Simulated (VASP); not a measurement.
A run of VASP 6.6.1 is set up as follows.

INCAR

```
SYSTEM = Au3C
ALGO     = Normal         ! electronic algorithm
DIPOL    = 0.5 0.5 0.340
EDIFF    = 1E-6           ! SCF threshold, eV
ENCUT    = 520            ! plane-wave cutoff, eV
GGA      = PE             ! functional
IDIPOL   = 3            
ISIF     = 2              ! what is computed and relaxed
ISMEAR   = 0              ! smearing method
LASPH    = .True.         ! aspherical terms in the spheres
LCHARG   = .False.        ! write CHGCAR
LDIPOL   = .True.       
LREAL    = .False.        ! projectors in reciprocal space
LWAVE    = .False.        ! write WAVECAR
NBANDS   = 26             ! bands
NELM     = 100            ! most SCF steps
PREC     = Accurate       ! precision mode
SIGMA    = 0.1            ! smearing width, eV
```

Contents of KPOINTS:

```
k-points
0
Gamma
  9 9 1
  0 0 0
```

File POSCAR:

```
Au3C
1.0
    2.9402049748      0.0000000000      0.0000000000
   -1.4701024874      2.5462922005      0.0000000000
    0.0000000000      0.0000000000     21.8974947720
Au C
3 1
Direct
    0.6666666667      0.3333333333      0.1826692981
    0.3333333333      0.6666666667      0.2945190844
    0.0000000000      0.0000000000      0.4063247812
    0.8888888889     -0.8888888889      0.4771091342
```

Potentials or basis: VASP PAW PBE potentials, release 64 (Au, C).

The run is started by

```console
$ cat potpaw_PBE.64/Au/POTCAR potpaw_PBE.64/C/POTCAR > POTCAR
$ mpirun -np 1 vasp_std > vasp.out
```

Q: What does it give for the largest force?

A: 9.924 eV/Å.

Forces in eV/Å, atoms in the order of the input:
```
Au  -0.005  0.003 -0.009
Au   0.029 -0.017 -0.183
Au   2.567 -1.482 -9.270
C   -2.591  1.496  9.462
```
